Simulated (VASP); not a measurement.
# TiSi3Ni3Sn in VASP: a series of runs, part 2 of 3

VASP 6.6.1. The steps go on from the part before.

## 3. Single point, PBE

The input, INCAR:

```
PREC = Accurate
ENCUT = 400
EDIFF = 1E-6
ISMEAR = -1
SIGMA = 0.1982
LREAL = Auto
LASPH = True
NELM = 120
ALGO = Normal
ISIF = 2
LWAVE = False
LCHARG = False
GGA = PE
ISYM = -1
NBANDS = 82
GGA_COMPAT = False
```

The input, KPOINTS:

```
explicit points
1
Reciprocal
  0.25000000   0.25000000   0.25000000 1
```

The input, POSCAR:

```
TiSi3Ni3Sn
1.0
    6.2479670000     -0.0655450000      0.0346490000
   -0.0655450000      6.3227860000     -0.0372930000
    0.0346490000     -0.0372930000      6.4352010000
Si Ni Sn Ti
6 6 2 2
Direct
    0.5335286231      0.9408678893      0.4006163215
    0.3227483776      0.8663236901      0.7393279403
   -0.1739963787      0.2509221396      0.9456354883
    0.8461186637      0.8871351843      0.6355100279
    0.2630057302      0.2381348591      0.4563602408
    0.0103465791      0.8959941729     -0.0153582130
    0.9077689602      0.5972548517      0.7985385598
    0.6068042611      0.2233245351      0.1983551533
    0.4691316419      0.5551451637      0.4973007193
    0.9548988428      0.1498265231      0.2538867380
    0.1989194031      0.7910582323      0.4439102331
    0.1417765904      0.1452259014      0.7909138335
   -0.0799884559      0.4691156511      0.3919425749
    0.3400760301      0.4676902696      0.9948034691
    0.5635385886      0.8441611889      0.0152685603
    0.6115857003      0.2263451015      0.5918068845
```

Potentials or basis: VASP PAW PBE potentials, release 64 (Si, Ni, Sn_d, Ti_sv).

On the command line:

```bash
$ cat potpaw_PBE.64/Si/POTCAR potpaw_PBE.64/Ni/POTCAR potpaw_PBE.64/Sn_d/POTCAR potpaw_PBE.64/Ti_sv/POTCAR > POTCAR
$ mpirun -np 1 vasp_std > vasp.out
```

It took 32 s on 1 thread of Intel Xeon 6975P-C (Granite Rapids), shared host; peak memory 0.26 GiB.

It converged, with:

```
Free energy   : -88.0552 eV
Pressure      : 5.7 GPa
Largest force : 5.046 eV/Å
```

Forces in eV/Å, atoms in the order of the input:
```
Si  -0.465 -2.683 -1.325
Si   0.482 -0.945 -0.133
Si   0.199  0.414 -1.714
Si   0.148  0.942 -0.736
Si  -0.816 -0.753 -1.359
Si   0.005 -1.689  1.997
Ni  -0.047 -1.017  0.204
Ni  -2.728  0.833  0.508
Ni   0.799  0.351 -0.547
Ni   2.016 -4.180 -0.395
Ni  -2.251  0.597 -1.900
Ni  -0.028  2.501 -0.516
Sn  -0.485  4.675  0.893
Sn  -0.644 -0.324 -0.175
Ti   1.894  0.465  0.603
Ti   1.921  0.813  4.594
```

Stress tensor (GPa, compression positive):
```
 5.36 -4.31  2.07
-4.31  7.31 -1.30
 2.07 -1.30  4.48
```

Levels at points of the mesh, in eV from the Fermi level:
```csv
k point,band 64,band 65,band 66,band 67,band 68,band 69,band 70,band 71,band 72,band 73
"(0.25, 0.25, 0.25)",-0.83,-0.57,-0.43,-0.28,-0.19,0.07,0.33,0.56,0.69,1.02
```

Caveat: the atoms stand as in a frame of molecular dynamics; spin-orbit coupling is left out, which moves the levels of the heavy elements. Spin polarisation is off, so any magnetic state and its effect on volume and gap are missing.

## 4. Single point, PBE

The input, INCAR:

```
SYSTEM = TiSi3Ni3Sn
PREC = Accurate
ENCUT = 400
EDIFF = 1E-6
ISMEAR = -1
SIGMA = 0.143
LREAL = Auto
LASPH = .TRUE.
NELM = 120
ALGO = Normal
ISIF = 2
LWAVE = .FALSE.
LCHARG = .TRUE.
GGA = PE
LELF = .TRUE.
LVHAR = .TRUE.
ISYM = -1
NBANDS = 82
GGA_COMPAT = .FALSE.
```

KPOINTS is that of step 3.

The input, POSCAR:

```
TiSi3Ni3Sn
1.0
    6.2479670000     -0.0655450000      0.0346490000
   -0.0655450000      6.3227860000     -0.0372930000
    0.0346490000     -0.0372930000      6.4352010000
Si Ni Sn Ti
6 6 2 2
Direct
    0.5399371453      0.9328379135      0.4273541793
    0.3432495907      0.7934638228      0.7258642568
    0.8798291083      0.2990297060      0.9806247724
    0.9181221920      0.9840687117      0.6482330324
    0.2860231179      0.2407084213      0.4093114301
    0.0956824631      0.7820764640      1.0277159448
    1.0062361927      0.5912808603      0.7941059742
    0.5959830993      0.1638328104      0.1748877150
    0.4876046097      0.4965429223      0.4758692950
    0.9933911943      0.0898571248      0.2126550562
    0.1132919791      0.8291627176      0.4325932494
    0.1574027358      0.0657096990      0.8504384967
    0.8721994362      0.4899123619      0.4076022588
    0.3997269185      0.4757397485      1.0142793713
    0.6252565377      0.8621059520     -0.0244012575
    0.5440099495      0.2402200754      0.7155765805
```

On the command line:

```bash
$ cat potpaw_PBE.64/Si/POTCAR potpaw_PBE.64/Ni/POTCAR potpaw_PBE.64/Sn_d/POTCAR potpaw_PBE.64/Ti_sv/POTCAR > POTCAR
$ mpirun -np 1 vasp_std > vasp.out
```

Wall time 38 s (1 thread of Intel Xeon 6975P-C (Granite Rapids), shared host); peak memory 0.26 GiB.

The run converged. Its results:

```
Free energy   : -88.4492 eV
Pressure      : 3.7 GPa
Largest force : 4.558 eV/Å
```

Forces in eV/Å, atoms in the order of the input:
```
Si   0.240 -0.740  0.122
Si   0.223 -0.785 -1.601
Si  -0.445  0.412 -1.536
Si  -2.806  0.248 -0.645
Si  -1.890 -2.491 -0.967
Si  -0.495  1.530  4.265
Ni  -1.086 -1.888 -2.317
Ni  -0.597  0.756  0.421
Ni  -0.468  3.484 -0.401
Ni   0.235  0.094  1.397
Ni   1.757 -1.540 -0.492
Ni   1.929  2.474  1.402
Sn   0.633 -0.173 -0.316
Sn  -0.673  0.306  1.277
Ti   1.917  0.045  0.118
Ti   1.526 -1.733 -0.726
```

Stress tensor (GPa, compression positive):
```
 5.67 -3.34 -0.61
-3.34  1.49 -0.87
-0.61 -0.87  3.85
```

Levels at points of the mesh, in eV from the Fermi level:
```
           k point  band 64  band 65  band 66  band 67  band 68  band 69  band 70  band 71  band 72  band 73
(0.25, 0.25, 0.25)    -0.76    -0.72    -0.51    -0.38    -0.14     0.19     0.30     0.44     0.58     0.91
```

Caveat: the atoms stand as in a frame of molecular dynamics; spin-orbit coupling is left out, which moves the levels of the heavy elements.

## 5. Single point, PBE

The input, INCAR:

```
PREC = Accurate
ENCUT = 400
EDIFF = 1E-6
ISMEAR = -1
SIGMA = 0.143
LREAL = Auto
LASPH = True
NELM = 120
ALGO = Normal
ISIF = 2
LWAVE = False
LCHARG = False
GGA = PE
NBANDS = 82
ISYM = -1
GGA_COMPAT = False
```

KPOINTS is that of step 4.

The input, POSCAR:

```
TiSi3Ni3Sn
1.0
    6.2479670000     -0.0655450000      0.0346490000
   -0.0655450000      6.3227860000     -0.0372930000
    0.0346490000     -0.0372930000      6.4352010000
Si Ni Sn Ti
6 6 2 2
Direct
    0.5017936024      0.9165377109      0.3994515159
    0.2932543365      0.8422139683      0.7351870930
    0.8171551383      0.2061270548      0.8950693984
    0.9893969546      1.1249116425      0.6103440615
    0.2560094631      0.2235053932      0.3342083199
    0.0379130597      0.8063749483      1.0408179156
    1.0287252757      0.5617688032      0.8311513101
    0.5668821299      0.1718418882      0.1190088081
    0.3968091280      0.5539344901      0.4266587539
    0.9126605328      0.1217281251      0.2192784393
    0.0945093908      0.8024009786      0.4357937357
    0.1775615282      0.1140223727      0.9462041523
    0.9062590379      0.4706837786      0.4113655876
    0.3525622177      0.4999636415      0.9990191784
    0.6314887664      0.8471705369      0.0016109950
    0.5310698410      0.2092718312      0.6350798266
```

Potentials or basis: VASP PAW PBE potentials, release 64 (Si, Ni, Sn_d, Ti_sv).

On the command line:

```bash
$ cat potpaw_PBE.64/Si/POTCAR potpaw_PBE.64/Ni/POTCAR potpaw_PBE.64/Sn_d/POTCAR potpaw_PBE.64/Ti_sv/POTCAR > POTCAR
$ mpirun -np 1 vasp_std > vasp.out
```

OUTCAR:

```text
PREC = Accurate
   ENCUT = 400
   EDIFF = 1E-6
   ISMEAR = -1
   LREAL = Auto
   LASPH = True
   NELM = 120
   ISIF = 2
   GGA = PE
   ISYM = -1

 ion  position               nearest neighbor table
   1  0.502  0.917  0.399-   9 2.38  16 2.38   8 2.46   5 2.54   2 2.55  11 2.64  15 2.71  10 3.07

   2  0.293  0.842  0.735-  12 2.30  11 2.31   7 2.48   6 2.53   1 2.55  15 2.74   9 2.76   4 2.77
                            14 2.80  16 2.81
   3  0.817  0.206  0.895-   8 2.12   4 2.18  10 2.25  12 2.37  16 2.46   7 2.62  15 2.62   6 3.07

[... 252 lines left out ...]
  Total        9.6442439      7.6097845     -0.0724064     -4.6406855     -1.0489719     -2.4406624
  in kB       60.7916878     47.9676423     -0.4564079    -29.2521745     -6.6121072    -15.3845117
  external PRESSURE =      36.1009741 kB  Pullay stress =       0.0000000 kB

 VOLUME and BASIS-vectors are now :
 -----------------------------------------------------------------------------
  energy-cutoff  :      400.00
  volume of cell :      254.18
      direct lattice vectors                 reciprocal lattice vectors
     6.247967000 -0.065545000  0.034649000     0.160074144  0.001654378 -0.000852299
    -0.065545000  6.322786000 -0.037293000     0.001654378  0.158180633  0.000907774
     0.034649000 -0.037293000  6.435201000    -0.000852299  0.000907774  0.155405151

 POSITION                                       TOTAL-FORCE (eV/Angst)
 -----------------------------------------------------------------------------------
      3.08896      5.74728      2.55376         0.292365     -0.583734     -0.590531
      1.80251      5.27850      4.70983         0.316722     -0.266623     -0.393940
      5.12306      1.21636      5.78058         0.877712      1.544288      1.157526
      6.19468      0.70218      3.95731         1.130633     -2.045429     -0.976766
      1.59647      1.38393      2.15123         0.521812     -0.725595     -0.278849
      0.18544      5.09453      0.23391        -0.956212      1.434025      2.492652
[... 8 lines left out ...]
      3.89005      5.31503      0.00065        -0.107619     -1.103943     -0.495824
      3.32639      1.26469      4.09746        -0.283784      0.161206      0.098073
 -----------------------------------------------------------------------------------
    total drift:                               -0.002406     -0.000329     -0.001026

  FREE ENERGIE OF THE ION-ELECTRON SYSTEM (eV)
  ---------------------------------------------------
  free  energy   TOTEN  =       -89.7511553638 eV

  energy  without entropy=      -89.1707830642  energy(sigma->0) =      -89.46096921
```

OSZICAR:

```text
N       E                     dE             d eps       ncg     rms          rms(c)
DAV:   1     0.132961638744E+04    0.13296E+04   -0.50963E+04   164   0.178E+03
DAV:   2     0.119556301219E+03   -0.12101E+04   -0.11829E+04   164   0.521E+02
DAV:   3    -0.813880269434E+02   -0.20094E+03   -0.19041E+03   188   0.206E+02
[... 14 lines left out ...]
DAV:  18    -0.897512331640E+02   -0.99351E-04   -0.77006E-04   256   0.353E-01    0.115E-01
DAV:  19    -0.897511577560E+02    0.75408E-04   -0.39220E-04   216   0.293E-01    0.323E-02
DAV:  20    -0.897511611917E+02   -0.34357E-05   -0.72952E-05   232   0.889E-02    0.294E-02
DAV:  21    -0.897511562760E+02    0.49156E-05   -0.29814E-05   216   0.773E-02    0.106E-02
DAV:  22    -0.897511553638E+02    0.91224E-06   -0.55343E-06   160   0.161E-02
   1 F= -.89751155E+02 E0= -.89460969E+02  d E =-.580372E+00
```

It took 30 s on 1 thread of Intel Xeon 6975P-C (Granite Rapids), shared host; peak memory 0.26 GiB.

What came out:

```
Free energy   : -89.7512 eV
Pressure      : 3.6 GPa
Largest force : 3.840 eV/Å
```

Forces in eV/Å, atoms in the order of the input:
```
Si   0.292 -0.584 -0.591
Si   0.317 -0.267 -0.394
Si   0.878  1.544  1.158
Si   1.131 -2.045 -0.977
Si   0.522 -0.726 -0.279
Si  -0.956  1.434  2.493
Ni  -1.918 -1.731 -2.841
Ni  -2.769  1.010  1.211
Ni   0.239  0.243 -0.265
Ni   1.062 -1.340  1.949
Ni   0.275  1.424 -0.390
Ni   1.325  1.313 -0.760
Sn  -1.796  1.406 -0.456
Sn   1.790 -0.741  0.541
Ti  -0.108 -1.104 -0.496
Ti  -0.284  0.161  0.098
```

Levels at points of the mesh, in eV from the Fermi level:
| k point | band 64 | band 65 | band 66 | band 67 | band 68 | band 69 | band 70 | band 71 | band 72 | band 73 |
| --- | --- | --- | --- | --- | --- | --- | --- | --- | --- | --- |
| (0.25, 0.25, 0.25) | -0.78 | -0.67 | -0.50 | -0.33 | -0.17 | 0.12 | 0.44 | 0.60 | 0.71 | 0.89 |

Caveat: the atoms stand as in a frame of molecular dynamics; spin-orbit coupling is left out, which moves the levels of the heavy elements. Spin polarisation is off, so any magnetic state and its effect on volume and gap are missing.

## 6. Single point, PBE

INCAR, as its differences from that of step 5:

```diff
@@ -11,6 +11,8 @@
 LWAVE = False
-LCHARG = False
+LCHARG = True
 GGA = PE
+LELF = True
+LVHAR = True
+ISYM = -1
 NBANDS = 82
-ISYM = -1
 GGA_COMPAT = False
```

KPOINTS is that of step 5.

The input, POSCAR:

```
TiSi3Ni3Sn
1.0
    6.2479670000     -0.0655450000      0.0346490000
   -0.0655450000      6.3227860000     -0.0372930000
    0.0346490000     -0.0372930000      6.4352010000
Si Ni Sn Ti
6 6 2 2
Direct
    0.5744909427      0.8701925675      0.3812612154
    0.3350542613      0.7915102451      0.6933409689
    0.8214076585      0.3174659811      0.9250877020
    0.9840139878      1.1799565250      0.6006328346
    0.2681418426      0.1545244738      0.3365731443
    0.1440127480      0.8448388336      1.0543757183
    0.9908308217      0.5820812834      0.7920355961
    0.5439290991      0.1760259728      0.1207123037
    0.4068628418      0.4965548335      0.4096244436
    0.8875125733      0.1042569895      0.2255549800
    0.0954358328      0.8370005267      0.4238294195
    0.1972224354      0.1620198036      0.8760518350
    0.8388358453      0.5273964227      0.3731859147
    0.3848364347      0.5108347504      0.9505994238
    0.7215678107      0.8061601775     -0.0252561609
    0.5537139448      0.1546527079      0.6435469271
```

Potentials or basis: VASP PAW PBE potentials, release 64 (Si, Ni, Sn_d, Ti_sv).

On the command line:

```bash
$ cat potpaw_PBE.64/Si/POTCAR potpaw_PBE.64/Ni/POTCAR potpaw_PBE.64/Sn_d/POTCAR potpaw_PBE.64/Ti_sv/POTCAR > POTCAR
$ mpirun -np 1 vasp_std > vasp.out
```

It took 36 s on 1 thread of Intel Xeon 6975P-C (Granite Rapids), shared host; peak memory 0.26 GiB.

It converged, with:

* Free energy: -90.9399 eV
* Pressure: -4.3 GPa
* Largest force: 2.117 eV/Å

Forces on the atoms (eV/Å):
```
Si  -0.233 -0.085 -0.697
Si   0.319  1.251 -1.198
Si  -0.299 -1.374  0.775
Si  -0.145 -0.553 -0.367
Si  -0.416  0.550 -0.039
Si  -1.189  0.379  0.548
Ni   0.938  1.052 -0.643
Ni  -0.766 -0.195 -0.400
Ni   0.133  0.578 -0.176
Ni   1.236 -0.201  0.617
Ni   0.380 -0.070  0.217
Ni  -0.076 -0.674  0.706
Sn  -0.435 -0.689  0.033
Sn   0.534 -1.684  1.168
Ti   0.123  0.785 -0.564
Ti  -0.103  0.931  0.020
```

Stress tensor (GPa, compression positive):
```
-0.66 -2.92 -2.24
-2.92 -5.11 -3.68
-2.24 -3.68 -6.98
```

Levels at points of the mesh, in eV from the Fermi level:
| k point | band 64 | band 65 | band 66 | band 67 | band 68 | band 69 | band 70 | band 71 | band 72 | band 73 |
| --- | --- | --- | --- | --- | --- | --- | --- | --- | --- | --- |
| (0.25, 0.25, 0.25) | -0.77 | -0.61 | -0.53 | -0.29 | -0.20 | 0.12 | 0.43 | 0.68 | 0.82 | 0.91 |

Caveat: the atoms stand as in a frame of molecular dynamics; spin-orbit coupling is left out, which moves the levels of the heavy elements.

(Continued in part 3 of 3.)
